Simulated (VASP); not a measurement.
# CaHfO (P4/mmm) in VASP: a series of runs, part 2 of 2

VASP 6.6.1. Earlier steps stand in the parts before.

## (3) Single point, PBE

This run uses another cell than the first one, of the same volume but with other edges.

INCAR

```
SYSTEM = CaHfO
PREC = Accurate
ENCUT = 520
EDIFF = 1E-6
ISMEAR = 0
SIGMA = 0.1
LREAL = .FALSE.
LASPH = .TRUE.
NELM = 100
ALGO = Fast
ISIF = 2
LWAVE = .FALSE.
LCHARG = .FALSE.
GGA = PE
NBANDS = 20
```

KPOINTS

```
regular mesh
0
G
  4 4 6
  0 0 0
```

POSCAR

```
CaHfO
1.0
    3.5747411097      0.0000000000      0.0000000000
    0.0000000000      3.5747411097      0.0000000000
    0.0000000000      0.0000000000      4.2534691060
Ca Hf O
1 1 1
Direct
    0.0000000000      0.0000000000      0.0000000000
    0.5000000000      0.5000000000      0.5000000000
    0.5000000000      0.5000000000      0.0000000000
```

Potentials or basis: VASP PAW PBE potentials, release 64 (Ca_sv, Hf_pv, O).

Run with:

```
$ cat potpaw_PBE.64/Ca_sv/POTCAR potpaw_PBE.64/Hf_pv/POTCAR potpaw_PBE.64/O/POTCAR > POTCAR
$ mpirun -np 1 vasp_std > vasp.out
```

OUTCAR:

```text
SYSTEM = CaHfO
   PREC = Accurate
   ENCUT = 520
   EDIFF = 1E-6
   ISMEAR = 0
   LREAL = .FALSE.
   LASPH = .TRUE.
   NELM = 100
   ISIF = 2
   GGA = PE

 ion  position               nearest neighbor table
   1  0.000  0.000  0.000-   3 2.53   3 2.53   3 2.53   3 2.53   2 3.30   2 3.30   2 3.30   2 3.30
                             2 3.30   2 3.30   2 3.30   2 3.30
   2  0.500  0.500  0.500-   3 2.13   3 2.13   1 3.30   1 3.30   1 3.30   1 3.30   1 3.30   1 3.30
                             1 3.30   1 3.30
   3  0.500  0.500  0.000-   2 2.13   2 2.13   1 2.53   1 2.53   1 2.53   1 2.53

  LATTYP: Found a simple tetragonal cell.
 ALAT       =     3.5747411097
 C/A-ratio  =     1.1898677346

  Lattice vectors:

 A1 = (   3.5747411097,   0.0000000000,   0.0000000000)
 A2 = (   0.0000000000,   3.5747411097,   0.0000000000)
 A3 = (   0.0000000000,   0.0000000000,   4.2534691060)

Analysis of symmetry for initial positions (statically):
=====================================================================
 Subroutine PRICEL returns:
 Original cell was already a primitive cell.

 Routine SETGRP: Setting up the symmetry group for a
 simple tetragonal supercell.

 Subroutine GETGRP returns: Found 16 space group operations
 (whereof 16 operations were pure point group operations)
 out of a pool of 16 trial point group operations.

The static configuration has the point symmetry D_4h.

Analysis of symmetry for dynamics (positions and initial velocities):
=====================================================================
 Subroutine PRICEL returns:
 Original cell was already a primitive cell.

 Routine SETGRP: Setting up the symmetry group for a
 simple tetragonal supercell.

 Subroutine GETGRP returns: Found 16 space group operations
 (whereof 16 operations were pure point group operations)
 out of a pool of 16 trial point group operations.

The dynamic configuration has the point symmetry D_4h.

 Subroutine INISYM returns: Found 16 space group operations
[... 117 lines left out ...]
     AMIX     =   0.40;   BMIX     =  1.00
     AMIX_MAG =   1.60;   BMIX_MAG =  1.00
  volume/ion in A,a.u.               =      18.12       122.27
  Fermi-wavevector in a.u.,A,eV,Ry     =   1.280330  2.419472 22.303267  1.639244
  Thomas-Fermi vector in A             =   2.412764
   LORBIT       =      0    0 simple, 1 ext, 2 COOP (PROOUT), +10 PAW based schemes
   GGA     = PE    functional components
   LHFCALC =     F    Hartree Fock is set to
   AEXX    =    0.0000 exact exchange contribution
   IVDW    =     0    specifies the selected vdW correction
   LEPSILON=     F    determine dielectric tensor
   LRPA    =     F    only Hartree local field effects (RPA)
 non-spin polarized calculation
 RMM-DIIS sequential band-by-band and
 Gauss-broadening in eV      SIGMA  =   0.10
  energy-cutoff  :      520.00
  volume of cell :       54.35
 maximum number of plane-waves:      1492
 NGX is ok and might be reduce to    28

 number of electron      26.0000002 magnetization

 Free energy of the ion-electron system (eV)
  ---------------------------------------------------
  ext. energy  EPLUGINS =         0.00000000
  ---------------------------------------------------
  free energy    TOTEN  =       -21.69421948 eV

  energy without entropy =      -21.68366227  energy(sigma->0) =      -21.68894088

 E-fermi :   4.8943     XC(G=0): -10.5223

 val. band max:        4.8205679061   @ k =   0.5000   0.2500   0.1667
 cond. band min:       4.9795857881   @ k =   0.5000   0.0000   0.0000
 fundamental gap:      0.1590178820
 Fermi energy:         4.8942792396

 k-point     1 :       0.0000    0.0000    0.0000
  band No.  band energies     occupation
      1     -35.8280      2.00000
      2     -26.5580      2.00000
      3     -26.1156      2.00000
      4     -26.1156      2.00000
      5     -16.8666      2.00000
      6     -16.8666      2.00000
[... 541 lines left out ...]
     19       9.6429      0.00000
     20      10.7330      0.00000

------------------------ aborting loop because EDIFF is reached ----------------------------------------

  FORCE on cell =-STRESS in cart. coord.  units (eV):
  Direction    XX          YY          ZZ          XY          YZ          ZX
  --------------------------------------------------------------------------------------
  -------------------------------------------------------------------------------------
  Total        0.0232220      0.0232220     -0.4483139      0.0000000     -0.0000000      0.0000000
  in kB        0.6845069      0.6845069    -13.2147922      0.0000000     -0.0000000      0.0000000
  external PRESSURE =      -3.9485928 kB  Pullay stress =       0.0000000 kB

 VOLUME and BASIS-vectors are now :
 -----------------------------------------------------------------------------
  energy-cutoff  :      520.00
  volume of cell :       54.35
      direct lattice vectors                 reciprocal lattice vectors
     3.574741110  0.000000000  0.000000000     0.279740538  0.000000000  0.000000000
     0.000000000  3.574741110  0.000000000     0.000000000  0.279740538  0.000000000
     0.000000000  0.000000000  4.253469106     0.000000000  0.000000000  0.235102213

 POSITION                                       TOTAL-FORCE (eV/Angst)
 -----------------------------------------------------------------------------------
      0.00000      0.00000      0.00000         0.000000      0.000000      0.000000
      1.78737      1.78737      2.12673         0.000000      0.000000      0.000000
      1.78737      1.78737      0.00000         0.000000      0.000000      0.000000
 -----------------------------------------------------------------------------------
    total drift:                                0.000000      0.000000     -0.000000

  FREE ENERGIE OF THE ION-ELECTRON SYSTEM (eV)
  ---------------------------------------------------
  free  energy   TOTEN  =       -21.6942194773 eV

  energy  without entropy=      -21.6836622749  energy(sigma->0) =      -21.68894088
```

OSZICAR:

```text
N       E                     dE             d eps       ncg     rms          rms(c)
DAV:   1     0.180101803293E+03    0.18010E+03   -0.13972E+04   960   0.128E+03
DAV:   2    -0.140991984104E+02   -0.19420E+03   -0.18924E+03  1128   0.336E+02
DAV:   3    -0.238248684370E+02   -0.97257E+01   -0.96318E+01  1232   0.656E+01
DAV:   4    -0.241940653563E+02   -0.36920E+00   -0.36850E+00  1584   0.106E+01
[... 13 lines left out ...]
RMM:  18    -0.216942144722E+02   -0.31835E-05   -0.33132E-05  1120   0.182E-02    0.368E-03
RMM:  19    -0.216942166174E+02   -0.21452E-05   -0.20977E-05   956   0.142E-02    0.286E-03
RMM:  20    -0.216942180042E+02   -0.13868E-05   -0.12942E-05   894   0.119E-02    0.298E-03
RMM:  21    -0.216942190392E+02   -0.10350E-05   -0.87545E-06   805   0.100E-02    0.370E-03
RMM:  22    -0.216942194773E+02   -0.43804E-06   -0.57542E-06   843   0.884E-03
   1 F= -.21694219E+02 E0= -.21688941E+02  d E =-.105572E-01
```

It took 47 s on 1 thread of Oxide Virtual Turin-like, shared host; peak memory 0.15 GiB.

What came out:

| Property | Result |
| --- | --- |
| Free energy | -21.6942 eV |
| Pressure | -0.4 GPa |
| Band gap on the k mesh | zero (bands 13 and 14 overlap by 1.23 eV) |

Caveat: the k points lie up to 0.44 Å⁻¹ apart, too coarse for converged energies and pressures of a metal; spin-orbit coupling is left out, which moves the levels of the heavy elements.

## (4) Single point, PBE

This run uses another cell than the first one, of the same volume but with other edges.

INCAR

```
SYSTEM = CaHfO
PREC = Accurate
ENCUT = 520
EDIFF = 1E-7
ISMEAR = 0
SIGMA = 0.1
LREAL = .False.
LASPH = .True.
NELM = 100
ALGO = Normal
ISIF = 2
LWAVE = .False.
LCHARG = .True.
GGA = PE
LELF = .True.
LVHAR = .True.
NBANDS = 20
```

KPOINTS

```
Automatic mesh
0
Gamma
  6 6 4
  0 0 0
```

POSCAR is that of step 3.

Run with:

```
$ cat potpaw_PBE.64/Ca_sv/POTCAR potpaw_PBE.64/Hf_pv/POTCAR potpaw_PBE.64/O/POTCAR > POTCAR
$ mpirun -np 1 vasp_std > vasp.out
```

Wall time 34 s (1 thread of Oxide Virtual Turin-like, shared host); peak memory 0.16 GiB.

Results (log left out):

| Quantity | Value |
| --- | --- |
| Free energy | -21.6598 eV |
| Pressure | -0.4 GPa |
| Band gap on the k mesh | zero (bands 13 and 14 overlap by 1.25 eV) |

Stress tensor (GPa, compression positive):
```
 0.10  0.00  0.00
 0.00  0.10  0.00
 0.00  0.00 -1.46
```

Levels at points of the mesh, in eV from the Fermi level:
```csv
k point,band 9,band 10,band 11,band 12,band 13,band 14,band 15,band 16,band 17,band 18
"(0.00, 0.00, 0.00)",-4.93,-4.75,-4.75,-4.53,-1.34,1.31,1.31,2.71,3.17,3.22
"(0.50, 0.00, 0.00)",-6.21,-5.31,-4.96,-1.83,-0.42,0.11,1.71,2.24,3.01,3.85
"(0.50, 0.50, 0.00)",-5.35,-5.35,-4.74,-1.86,-0.75,-0.75,3.16,3.16,3.45,4.44
"(0.00, 0.00, 0.50)",-7.57,-5.23,-5.23,-3.38,-0.44,1.31,1.33,3.31,3.53,3.53
"(0.50, 0.00, 0.50)",-7.54,-6.72,-5.77,-2.08,0.41,0.93,1.57,3.87,4.06,4.27
"(0.50, 0.50, 0.50)",-7.30,-5.89,-5.89,-0.88,0.50,0.50,2.46,2.46,4.41,4.48
```

Caveat: the k points lie up to 0.37 Å⁻¹ apart, too coarse for converged energies and pressures of a metal; spin-orbit coupling is left out, which moves the levels of the heavy elements.

## (5) The runs side by side

```csv
cell,k mesh,gap on the mesh (eV),pressure (GPa)
"a = 3.996, b = 3.996, c = 3.405 Å, 3 atoms",4 × 4 × 6,none,59.3
"a = 3.575, b = 3.575, c = 4.253 Å, 3 atoms",4 × 4 × 6,none,-0.4
"a = 3.575, b = 3.575, c = 4.253 Å, 3 atoms",6 × 6 × 4,none,-0.4
```

Alike in all rows: task single point; level PBE; potentials or basis VASP PAW PBE potentials, release 64 (Ca_sv, Hf_pv, O); no spin polarisation; cutoff (eV) 520; smearing gaussian 0.1 eV.

Caveats: all runs use coarse meshes; spin-orbit coupling is left out, which moves the levels of the heavy elements.

Total energies depend on the potentials used, so only differences within one code and one set of settings carry meaning.

The gap in the log of VASP goes by the Fermi energy; the results here count the filled bands.